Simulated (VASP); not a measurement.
# YTl (Pm-3m) in VASP: notebook

YTl is run at these levels: LDA; tasks: electric field gradients.

Program: VASP 6.6.1. These are calculated values, not measurements. Logs are shortened: lines on timing, memory, paths and dates and some standing lists are left out, and cuts for length are marked.

## (1) The cell of the first run

The structure is cubic, space group Pm-3m (No. 221). The conventional cell has a = 3.726 Å, b = 3.726 Å, c = 3.726 Å, α = 90.00°, β = 90.00°, γ = 90.00°. Within 4.2 Å of Y (site symmetry m-3m) lie 8 Tl at 3.23 Å and 6 Y at 3.73 Å. Within 4.2 Å of Tl (site symmetry m-3m) lie 8 Y at 3.23 Å and 6 Tl at 3.73 Å.

## (2) Electric field gradients, LDA (25.86 Å³/atom)

INCAR

```
  ALGO = Normal
  EDIFF = 1E-8
  ENCUT = 520
  ISIF = 2
  ISMEAR = -1
  LASPH = True
  LCHARG = False
  LEFG = True
  LREAL = False
  LWAVE = False
  NBANDS = 19
  NELM = 60
  PREC = Accurate
  SIGMA = 0.08
```

KPOINTS

```
k-points
0
Gamma
  11 11 11
```

POSCAR

```
YTl
1.0
    3.7258247448      0.0000000000      0.0000000000
    0.0000000000      3.7258247448      0.0000000000
    0.0000000000      0.0000000000      3.7258247448
Y Tl
1 1
Direct
    0.5000000000      0.5000000000      0.5000000000
    0.0000000000      0.0000000000      0.0000000000
```

Potentials or basis: VASP PAW LDA potentials, release 64 (Y_sv, Tl_d).

Launch:

```bash
$ cat potpaw_LDA.64/Y_sv/POTCAR potpaw_LDA.64/Tl_d/POTCAR > POTCAR
$ mpirun -np 1 vasp_std > vasp.out
```

OUTCAR:

```text
EDIFF = 1E-8
   ENCUT = 520
   ISIF = 2
   ISMEAR = -1
   LASPH = True
   LREAL = False
   NELM = 60
   PREC = Accurate

 ion  position               nearest neighbor table
   1  0.500  0.500  0.500-   2 3.23   2 3.23   2 3.23   2 3.23   2 3.23   2 3.23   2 3.23   2 3.23

   2  0.000  0.000  0.000-   1 3.23   1 3.23   1 3.23   1 3.23   1 3.23   1 3.23   1 3.23   1 3.23

  LATTYP: Found a simple cubic cell.
 ALAT       =     3.7258247448

  Lattice vectors:

 A1 = (   3.7258247448,   0.0000000000,   0.0000000000)
 A2 = (   0.0000000000,   3.7258247448,   0.0000000000)
 A3 = (   0.0000000000,   0.0000000000,   3.7258247448)

Analysis of symmetry for initial positions (statically):
=====================================================================
 Subroutine PRICEL returns:
 Original cell was already a primitive cell.

 Routine SETGRP: Setting up the symmetry group for a
 simple cubic supercell.

 Subroutine GETGRP returns: Found 48 space group operations
 (whereof 48 operations were pure point group operations)
 out of a pool of 48 trial point group operations.

The static configuration has the point symmetry O_h .

Analysis of symmetry for dynamics (positions and initial velocities):
=====================================================================
 Subroutine PRICEL returns:
 Original cell was already a primitive cell.

 Routine SETGRP: Setting up the symmetry group for a
 simple cubic supercell.

 Subroutine GETGRP returns: Found 48 space group operations
 (whereof 48 operations were pure point group operations)
 out of a pool of 48 trial point group operations.

The dynamic configuration has the point symmetry O_h .

 Subroutine INISYM returns: Found 48 space group operations
 (whereof 48 operations are pure point group operations),
 and found     1 'primitive' translations

----------------------------------------------------------------------------------------

                                     Primitive cell

  volume of cell :      51.7210

  direct lattice vectors                    reciprocal lattice vectors
     3.725824745  0.000000000  0.000000000     0.268396951  0.000000000  0.000000000
     0.000000000  3.725824745  0.000000000     0.000000000  0.268396951  0.000000000
     0.000000000  0.000000000  3.725824745     0.000000000  0.000000000  0.268396951

  length of vectors
     3.725824745  3.725824745  3.725824745     0.268396951  0.268396951  0.268396951

  position of ions in fractional coordinates (direct lattice)
     0.500000000  0.500000000  0.500000000
     0.000000000  0.000000000  0.000000000

  ion indices of the primitive-cell ions
   primitive index   ion index
                 1           1
                 2           2

----------------------------------------------------------------------------------------

 KPOINTS: k-points

Automatic generation of k-mesh.
 Grid dimensions read from file:
 generate k-points for:   11   11   11

 Generating k-lattice:

  Cartesian coordinates                     Fractional coordinates (reciprocal lattice)
     0.024399723  0.000000000  0.000000000     0.090909091  0.000000000  0.000000000
     0.000000000  0.024399723  0.000000000     0.000000000  0.090909091  0.000000000
     0.000000000  0.000000000  0.024399723     0.000000000  0.000000000  0.090909091

  Length of vectors
     0.024399723  0.024399723  0.024399723

  Shift w.r.t. Gamma in fractional coordinates (k-lattice)
     0.000000000  0.000000000  0.000000000

 Subroutine IBZKPT returns following result:
 ===========================================

 Found     56 irreducible k-points:

 Following reciprocal coordinates:
            Coordinates               Weight
  0.000000  0.000000  0.000000      1.000000
  0.090909  0.000000  0.000000      6.000000
  0.181818  0.000000  0.000000      6.000000
  0.272727  0.000000  0.000000      6.000000
  0.363636  0.000000  0.000000      6.000000
  0.454545  0.000000  0.000000      6.000000
[... 16 lines left out ...]
  0.181818  0.090909  0.090909     24.000000
  0.272727  0.090909  0.090909     24.000000
 [... further k-points ...]
   k-points           NKPTS =     56   k-points in BZ     NKDIM =     56   number of bands    NBANDS=     19
   number of dos      NEDOS =    301   number of ions     NIONS =      2
   total plane-waves  NPLWV =  21952
   dimension x,y,z NGX =    28 NGY =   28 NGZ =   28
   dimension x,y,z NGXF=    56 NGYF=   56 NGZF=   56
   ions per type =               1   1
   NGX,Y,Z   is equivalent  to a cutoff of  12.49, 12.49, 12.49 a.u.
   NGXF,Y,Z  is equivalent  to a cutoff of  24.99, 24.99, 24.99 a.u.
 SYSTEM =  unknown system
   PREC   = accura    normal or accurate (medium, high low for compatibility)
   ISTART =      0    job   : 0-new  1-cont  2-samecut
   ICHARG =      2    charge: 1-file 2-atom 10-const
   ISPIN  =      1    spin polarized calculation?
   LNONCOLLINEAR =      F non collinear calculations
   LSORBIT =      F    spin-orbit coupling
   LASPH  =      T    aspherical Exc in radial PAW
   ENCUT  =  520.0 eV  38.22 Ry    6.18 a.u.   6.93  6.93  6.93*2*pi/ulx,y,z
   NELM   =     60;   NELMIN=  2; NELMDL= -5     # of ELM steps
   EDIFF  = 0.1E-07   stopping-criterion for ELM
   LREAL  =      F    real-space projection
   EDIFFG = 0.1E-06   stopping-criterion for IOM
   NSW    =      0    number of steps for IOM
   IBRION =     -1    ionic relax: 0-MD 1-quasi-New 2-CG
   NFREE  =      0    steps in history (QN), initial steepest desc. (CG)
   ISIF   =      2    stress and relaxation
   ISYM   =      2    0-nonsym 1-usesym 2-fastsym
   POTIM  = 0.5000    time-step for ionic-motion
   TEBEG  =    0.0;   TEEND  =   0.0 temperature during run
   PSTRESS=    0.0 pullay stress
   NELECT =      24.0000    total number of electrons
   NUPDOWN=      -1.0000    fix difference up-down
   EMIN   =  10.00;   EMAX   =-10.00  energy-range for DOS
   EFERMI =   0.00;   METHOD = LEGACY
   ISMEAR =    -1;   SIGMA  =   0.08  broadening in eV -4-tet -1-fermi 0-gaus
   EFERMI_NEDOS =   21; number of points for ismear=-14 and -15
   IALGO  =     38    algorithm
   IMIX   =      4    mixing-type and parameters
     AMIX     =   0.40;   BMIX     =  1.00
     AMIX_MAG =   1.60;   BMIX_MAG =  1.00
  volume/ion in A,a.u.               =      25.86       174.52
  Fermi-wavevector in a.u.,A,eV,Ry     =   1.267427  2.395089 21.855994  1.606370
  Thomas-Fermi vector in A             =   2.400575
   LORBIT       =      0    0 simple, 1 ext, 2 COOP (PROOUT), +10 PAW based schemes
   GGA     = CA    functional components
   LHFCALC =     F    Hartree Fock is set to
   AEXX    =    0.0000 exact exchange contribution
   IVDW    =     0    specifies the selected vdW correction
   LEPSILON=     F    determine dielectric tensor
   LRPA    =     F    only Hartree local field effects (RPA)
 non-spin polarized calculation
  energy-cutoff  :      520.00
  volume of cell :       51.72
 maximum number of plane-waves:      1415
 NGX is ok and might be reduce to    28
   NGX = 13   NGY = 13   NGZ = 13

 number of electron      24.0000012 magnetization

 Free energy of the ion-electron system (eV)
  ---------------------------------------------------
  ext. energy  EPLUGINS =         0.00000000
  ---------------------------------------------------
  free energy    TOTEN  =       -10.90697183 eV

  energy without entropy =      -10.88032988  energy(sigma->0) =      -10.89365085

 E-fermi :   6.0914     XC(G=0): -10.8329

 val. band max:        6.0601232051   @ k =   0.3636   0.0909   0.0909
 cond. band min:       6.1311554816   @ k =   0.4545   0.0909   0.0000
 fundamental gap:      0.0710322765
 Fermi energy:         6.0913804983

 k-point     1 :       0.0000    0.0000    0.0000
  band No.  band energies     occupation
      1     -36.6594      2.00000
      2     -16.7016      2.00000
      3     -16.7016      2.00000
      4     -16.7016      2.00000
      5      -5.6799      2.00000
      6      -5.6799      2.00000
[... 11 lines left out ...]
     18       9.6436      0.00000
     19      11.8421      0.00000

 k-point     2 :       0.0909    0.0000    0.0000
  band No.  band energies     occupation
      1     -36.6582      2.00000
      2     -16.7221      2.00000
      3     -16.7003      2.00000
      4     -16.7003      2.00000
      5      -5.6762      2.00000
      6      -5.6560      2.00000
[... 476 lines left out ...]
 k-point    24 :       0.2727    0.0909    0.0909
  band No.  band energies     occupation
      1     -36.6486      2.00000
      2     -16.8416      2.00000
      3     -16.7102      2.00000
      4     -16.7088      2.00000
      5      -5.6191      2.00000
      6      -5.4924      2.00000
[... 11 lines left out ...]
     18      12.4436      0.00000
     19      15.0947      0.00000

 [... further k-points ...]
[... 5 lines left out ...]
  --------------------------------------------------------------------------------------
  -------------------------------------------------------------------------------------
  Total       -0.5596660     -0.5596660     -0.5596660      0.0000000      0.0000000      0.0000000
  in kB      -17.3369312    -17.3369312    -17.3369312      0.0000000      0.0000000      0.0000000
  external PRESSURE =     -17.3369312 kB  Pullay stress =       0.0000000 kB

 VOLUME and BASIS-vectors are now :
 -----------------------------------------------------------------------------
  energy-cutoff  :      520.00
  volume of cell :       51.72
      direct lattice vectors                 reciprocal lattice vectors
     3.725824745  0.000000000  0.000000000     0.268396951  0.000000000  0.000000000
     0.000000000  3.725824745  0.000000000     0.000000000  0.268396951  0.000000000
     0.000000000  0.000000000  3.725824745     0.000000000  0.000000000  0.268396951

 POSITION                                       TOTAL-FORCE (eV/Angst)
 -----------------------------------------------------------------------------------
      1.86291      1.86291      1.86291         0.000000      0.000000      0.000000
      0.00000      0.00000      0.00000         0.000000      0.000000      0.000000
 -----------------------------------------------------------------------------------
    total drift:                                0.000000      0.000000      0.000000

  FREE ENERGIE OF THE ION-ELECTRON SYSTEM (eV)
  ---------------------------------------------------
  free  energy   TOTEN  =       -10.9069718287 eV

  energy  without entropy=      -10.8803298805  energy(sigma->0) =      -10.89365085

 Electric field gradients (V/A^2)
---------------------------------------------------------------------
 ion       V_xx      V_yy      V_zz      V_xy      V_xz      V_yz
---------------------------------------------------------------------
   1       0.000     0.000    -0.000    -0.000    -0.000    -0.000
   2       0.000     0.000    -0.000    -0.000     0.000    -0.000
---------------------------------------------------------------------

 Electric field gradients after diagonalization (V/A^2)
 (convention: |V_zz| > |V_xx| > |V_yy|)
----------------------------------------------------------------------
 ion       V_xx      V_yy      V_zz     asymmetry (V_yy - V_xx)/ V_zz
----------------------------------------------------------------------
   1       0.000     0.000    -0.000       0.195
   2       0.000     0.000    -0.000       0.050
----------------------------------------------------------------------

           NMR quadrupolar parameters

 Cq : quadrupolar parameter    Cq=e*Q*V_zz/h
 eta: asymmetry parameters     (V_yy - V_xx)/ V_zz
 Q  : nuclear electric quadrupole moment in mb (millibarn)
----------------------------------------------------------------------
 ion       Cq(MHz)       eta       Q (mb)
----------------------------------------------------------------------
   1      -0.000       0.195       1.000
   2      -0.000       0.050       1.000
----------------------------------------------------------------------
```

Run time: 23 s. Hardware: 1 thread of AMD EPYC 9R45 (Zen 5), shared host; peak memory 0.16 GiB.

What came out:

- Free energy: -10.9070 eV
- Pressure: -1.7 GPa
- Band gap on the k mesh: zero (bands 12 and 13 overlap by 2.21 eV)
- Largest electric field gradient by atom: zero within the noise of the run

Caveat: spin-orbit coupling is left out, which moves the levels of the heavy elements.

## (3) Electric field gradients, LDA (26.12 Å³/atom)

This run uses another cell than the first one, of 26.12 Å³/atom.

INCAR

```
SYSTEM = YTl
ALGO     = Normal         ! electronic algorithm
EDIFF    = 1E-8           ! SCF threshold, eV
ENCUT    = 520            ! plane-wave cutoff, eV
ISIF     = 2              ! what is computed and relaxed
ISMEAR   = -1             ! smearing method
LASPH    = .True.         ! aspherical terms in the spheres
LCHARG   = .False.        ! write CHGCAR
LEFG     = .True.       
LREAL    = .False.        ! projectors in reciprocal space
LWAVE    = .False.        ! write WAVECAR
NBANDS   = 19             ! bands
NELM     = 100            ! most SCF steps
PREC     = Accurate       ! precision mode
SIGMA    = 0.08           ! smearing width, eV
```

KPOINTS

```
k-points
0
Gamma
  11 11 11
  0 0 0
```

POSCAR

```
YTl
1.0
    3.7384547558      0.0000000000      0.0000000000
    0.0000000000      3.7384547558      0.0000000000
    0.0000000000      0.0000000000      3.7384547558
Y Tl
1 1
Direct
    0.5000000000      0.5000000000      0.5000000000
    0.0000000000      0.0000000000      0.0000000000
```

Potentials or basis: VASP PAW LDA potentials, release 64 (Y_sv, Tl_d).

Launch:

```bash
$ cat potpaw_LDA.64/Y_sv/POTCAR potpaw_LDA.64/Tl_d/POTCAR > POTCAR
$ mpirun -np 1 vasp_std > vasp.out
```

OUTCAR:

```text
SYSTEM = YTl
   EDIFF = 1E-8
   ENCUT = 520
   ISIF = 2
   ISMEAR = -1
   LASPH = .True.
   LREAL = .False.
   NELM = 100
   PREC = Accurate

 ion  position               nearest neighbor table
   1  0.500  0.500  0.500-   2 3.24   2 3.24   2 3.24   2 3.24   2 3.24   2 3.24   2 3.24   2 3.24

   2  0.000  0.000  0.000-   1 3.24   1 3.24   1 3.24   1 3.24   1 3.24   1 3.24   1 3.24   1 3.24

  LATTYP: Found a simple cubic cell.
 ALAT       =     3.7384547558

  Lattice vectors:

 A1 = (   3.7384547558,   0.0000000000,   0.0000000000)
 A2 = (   0.0000000000,   3.7384547558,   0.0000000000)
 A3 = (   0.0000000000,   0.0000000000,   3.7384547558)

Analysis of symmetry for initial positions (statically):
=====================================================================
 Subroutine PRICEL returns:
 Original cell was already a primitive cell.

 Routine SETGRP: Setting up the symmetry group for a
 simple cubic supercell.

 Subroutine GETGRP returns: Found 48 space group operations
 (whereof 48 operations were pure point group operations)
 out of a pool of 48 trial point group operations.

The static configuration has the point symmetry O_h .

Analysis of symmetry for dynamics (positions and initial velocities):
=====================================================================
 Subroutine PRICEL returns:
 Original cell was already a primitive cell.

 Routine SETGRP: Setting up the symmetry group for a
 simple cubic supercell.

 Subroutine GETGRP returns: Found 48 space group operations
 (whereof 48 operations were pure point group operations)
 out of a pool of 48 trial point group operations.

The dynamic configuration has the point symmetry O_h .
[... 148 lines left out ...]

 val. band max:        5.9783348397   @ k =   0.3636   0.0909   0.0909
 cond. band min:       6.0521156101   @ k =   0.4545   0.0909   0.0000
 fundamental gap:      0.0737807705
 Fermi energy:         6.0056793387

 k-point     1 :       0.0000    0.0000    0.0000
  band No.  band energies     occupation
      1     -36.7783      2.00000
      2     -16.8195      2.00000
      3     -16.8195      2.00000
      4     -16.8195      2.00000
      5      -5.7438      2.00000
      6      -5.7438      2.00000
[... 505 lines left out ...]
      6      -5.5616      2.00000
[... 11 lines left out ...]
     18      12.2870      0.00000
     19      14.9608      0.00000

 [... further k-points ...]
[... 5 lines left out ...]
  --------------------------------------------------------------------------------------
  -------------------------------------------------------------------------------------
  Total       -0.7665434     -0.7665434     -0.7665434      0.0000000      0.0000000      0.0000000
  in kB      -23.5055776    -23.5055776    -23.5055776      0.0000000      0.0000000      0.0000000
  external PRESSURE =     -23.5055776 kB  Pullay stress =       0.0000000 kB

 VOLUME and BASIS-vectors are now :
 -----------------------------------------------------------------------------
  energy-cutoff  :      520.00
  volume of cell :       52.25
      direct lattice vectors                 reciprocal lattice vectors
     3.738454756  0.000000000  0.000000000     0.267490197  0.000000000  0.000000000
     0.000000000  3.738454756  0.000000000     0.000000000  0.267490197  0.000000000
     0.000000000  0.000000000  3.738454756     0.000000000  0.000000000  0.267490197

 POSITION                                       TOTAL-FORCE (eV/Angst)
 -----------------------------------------------------------------------------------
      1.86923      1.86923      1.86923         0.000000      0.000000      0.000000
      0.00000      0.00000      0.00000         0.000000      0.000000      0.000000
 -----------------------------------------------------------------------------------
    total drift:                                0.000000      0.000000      0.000000

  FREE ENERGIE OF THE ION-ELECTRON SYSTEM (eV)
  ---------------------------------------------------
  free  energy   TOTEN  =       -10.9004195078 eV

  energy  without entropy=      -10.8730384770  energy(sigma->0) =      -10.88672899

 Electric field gradients (V/A^2)
---------------------------------------------------------------------
 ion       V_xx      V_yy      V_zz      V_xy      V_xz      V_yz
---------------------------------------------------------------------
   1       0.000     0.000     0.000     0.000    -0.000     0.000
   2       0.000     0.000    -0.000     0.000     0.000     0.000
---------------------------------------------------------------------

 Electric field gradients after diagonalization (V/A^2)
 (convention: |V_zz| > |V_xx| > |V_yy|)
----------------------------------------------------------------------
 ion       V_xx      V_yy      V_zz     asymmetry (V_yy - V_xx)/ V_zz
----------------------------------------------------------------------
   1       0.000     0.000     0.000      -0.115
   2       0.000     0.000    -0.000       0.064
----------------------------------------------------------------------

           NMR quadrupolar parameters

 Cq : quadrupolar parameter    Cq=e*Q*V_zz/h
 eta: asymmetry parameters     (V_yy - V_xx)/ V_zz
 Q  : nuclear electric quadrupole moment in mb (millibarn)
----------------------------------------------------------------------
 ion       Cq(MHz)       eta       Q (mb)
----------------------------------------------------------------------
   1       0.000      -0.115       1.000
   2      -0.000       0.064       1.000
----------------------------------------------------------------------
```

Wall time 25 s (1 thread of AMD EPYC 9R45 (Zen 5), shared host); peak memory 0.16 GiB.

Results:

- Free energy: -10.9004 eV
- Pressure: -2.4 GPa
- Band gap on the k mesh: zero (bands 12 and 13 overlap by 2.20 eV)
- Largest electric field gradient by atom: zero within the noise of the run

Caveat: spin-orbit coupling is left out, which moves the levels of the heavy elements.
